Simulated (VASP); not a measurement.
Runs of VASP 6.6.1 on Ga. The structure is that of space group P6/mmm (No. 191), or close to it. The cells are those of the table. 

```tsv
cell	k mesh	gap on the mesh (eV)	pressure (GPa)
a = 4.888, b = 4.888, c = 3.133 Å, angles 90.0, 90.0, 120.0°, 3 atoms	9 × 9 × 12	none	-3.7
a = 4.707, b = 4.707, c = 3.017 Å, angles 90.0, 90.0, 120.0°, 3 atoms	8 × 8 × 11	none	(a)
a = 4.578, b = 4.578, c = 2.934 Å, angles 90.0, 90.0, 120.0°, 3 atoms	9 × 9 × 12	none	(b)
a = 4.511, b = 4.511, c = 2.891 Å, angles 90.0, 90.0, 120.0°, 3 atoms	9 × 9 × 12	none	8.6
a = 4.769, b = 4.769, c = 3.057 Å, angles 90.0, 90.0, 120.0°, 3 atoms	9 × 9 × 12	none	-1.4
a = 4.643, b = 4.643, c = 2.976 Å, angles 90.0, 90.0, 120.0°, 3 atoms	9 × 9 × 12	none	2.3
a = 4.829, b = 4.829, c = 3.095 Å, angles 90.0, 90.0, 120.0°, 3 atoms	9 × 9 × 12	none	-2.7
a = 4.707, b = 4.707, c = 3.017 Å, angles 90.0, 90.0, 120.0°, 3 atoms	9 × 9 × 12	none	0.3
```

Alike in all rows: task single point; level PBE; potentials or basis VASP PAW PBE potentials, release 64 (Ga_d); no spin polarisation; cutoff (eV) 520; smearing fermi-dirac 0.1 eV.

Estimate the missing entries.

(a) 0.1; (b) 5.0.

A k mesh can miss the band edges, and the runs leave out spin-orbit coupling on Ga.

A gap of «none» marks levels without a gap at the run's occupations.
